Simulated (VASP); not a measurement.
ScCu, 2 atoms in the cell. The structure is cubic, space group Pm-3m (No. 221). Conventional cell: a = 3.233 Å, b = 3.233 Å, c = 3.233 Å, α = 90.00°, β = 90.00°, γ = 90.00°. Sc (site symmetry m-3m) has 8 Cu at 2.80 Å and 6 Sc at 3.23 Å within 3.7 Å. Cu (site symmetry m-3m) has 8 Sc at 2.80 Å and 6 Cu at 3.23 Å within 3.7 Å. 

| Item | Value |
| --- | --- |
| Program | VASP 6.6.1 |
| Task | single point |
| Functional | PBEsol |
| Potentials or basis | VASP PAW PBE potentials, release 64 (Sc_sv, Cu) |
| Cutoff | 520 eV |
| k mesh | 10 × 10 × 10 |
| Occupations | gaussian, width 0.05 eV |
| Spin | no spin polarisation |
| Dipole correction | no |
| Further INCAR settings | ALGO = Normal; EDIFF = 1e-06; NBANDS = 18 |

Potentials or basis: VASP PAW PBE potentials, release 64 (Sc_sv, Cu).

The run is started by

```console
$ cat potpaw_PBE.64/Sc_sv/POTCAR potpaw_PBE.64/Cu/POTCAR > POTCAR
$ mpirun -np 1 vasp_std > vasp.out
```

Hardware: 1 thread of Intel(R) Xeon(R) Platinum 8488C (Sapphire Rapids) (shared host).

Q: How long does it take, and how much memory?

A: Wall time 16 s on 1 thread of Intel(R) Xeon(R) Platinum 8488C (Sapphire Rapids), on a shared host, peak memory 0.16 GiB. Counts: scf iterations 14, k points 56.
